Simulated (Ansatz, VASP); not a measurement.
**Cs: VASP beside Ansatz**

```xyz
3
Lattice="9.3149 0.0000 0.0000 -4.6575 8.0670 0.0000 0.0000 0.0000 5.7105" Properties=species:S:1:pos:R:3 pbc="T T T"
Cs    0.0000    0.0000    0.0000
Cs    0.0000    5.3780    2.8552
Cs    4.6575    2.6890    2.8552
```

Alike in both runs: task relaxation of cell and atoms; functional PBE; k mesh 6 × 6 × 8; occupations gaussian, width 0.1 eV; no spin polarisation.

```csv
,VASP,Ansatz
version,VASP 6.6.1,Ansatz 0.2.0
potentials or method,"VASP PAW PBE potentials, release 64 (Cs_sv), cutoff 500 eV","scalar-relativistic, plane waves, PAW"
valence electrons in the cell,27,27
```

```tsv
	VASP	Ansatz	Ansatz less VASP
gap on the k mesh at the Fermi level, each at its own relaxed structure (eV)	none	none	-
relaxed volume (Å³/atom)	117.47	117.88	+0.410
relaxed length of the cell vector where the two differ most in proportion (Å)	5.257	5.274	+0.0171
```

A gap of «none» marks a metal or a gap that the smearing closes.

Neither program's run includes spin-orbit coupling. Noted on VASP's run: the volume moved by over 15 % at a fixed basis, so the end points are rough.
